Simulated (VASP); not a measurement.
Write the native input for VASP 6.6.1 that does the following.

```
Task                   : single point
Functional             : r2SCAN
Potentials or basis    : VASP PAW PBE potentials, release 64 (Ta_pv, C)
Cutoff                 : 520 eV
k mesh                 : 12 × 12 × 6
Occupations            : gaussian, width 0.1 eV
Spin                   : no spin polarisation
Dipole correction      : no
Further INCAR settings : ALGO = Normal; EDIFF = 1e-07; NBANDS = 20
```

Ta2C:

```
Ta C
1.0
     3.10590    0.00000    0.00000
    -1.55295    2.68979    0.00000
     0.00000    0.00000    4.94640
Ta C
2 1
Direct
  0.33333 0.66667 0.25201
  0.66667 0.33333 0.74799
  0.00000 0.00000 0.00000
```

One way to write it, as run:

POSCAR

```
Ta2C
1.0
    3.1059007354      0.0000000000      0.0000000000
   -1.5529503677      2.6897889385      0.0000000000
    0.0000000000      0.0000000000      4.9464000000
Ta C
2 1
Direct
    0.3333333333      0.6666666667      0.2520100000
    0.6666666667      0.3333333333      0.7479900000
    0.0000000000      0.0000000000      0.0000000000
```

INCAR.step1

```
  ALGO = Normal
  EDIFF = 1E-4
  ENCUT = 520
  GGA = PE
  ISMEAR = 0
  LASPH = T
  LCHARG = F
  LREAL = F
  LWAVE = T
  NBANDS = 20
  NELM = 80
  PREC = Accurate
  SIGMA = 0.1
```

INCAR.step2

```
  ALGO = Normal
  EDIFF = 1E-7
  ENCUT = 520
  ISIF = 2
  ISMEAR = 0
  ISTART = 1
  LASPH = T
  LCHARG = F
  LMIXTAU = T
  LREAL = F
  LWAVE = F
  METAGGA = R2SCAN
  NBANDS = 20
  NELM = 80
  PREC = Accurate
  SIGMA = 0.1
```

KPOINTS

```
k-points
0
Gamma
  12 12 6
```

Potentials or basis: VASP PAW PBE potentials, release 64 (Ta_pv, C).

Launch:

```sh
$ cat potpaw_PBE.64/Ta_pv/POTCAR potpaw_PBE.64/C/POTCAR > POTCAR
$ cp INCAR.step1 INCAR
$ mpirun -np 1 vasp_std > vasp.out
$ cp INCAR.step2 INCAR
$ mpirun -np 1 vasp_std > vasp.out
```

Results of the run:

```yaml
Pressure: 1.9 GPa
Largest_force: 0.246 eV/Å
Band_gap_on_the_k_mesh: zero (band 13 reaches 7.10 eV, above the bottom of band 14 at 6.35 eV)
```

Caveat: the PAW data sets were made with another functional, which shifts forces and pressure a little; spin-orbit coupling is left out, which moves the levels of the heavy elements.

Run time: 12 min on 1 thread of AMD EPYC 7R43 64-Core Processor (Zen 3), on a shared host, peak memory 0.18 GiB.
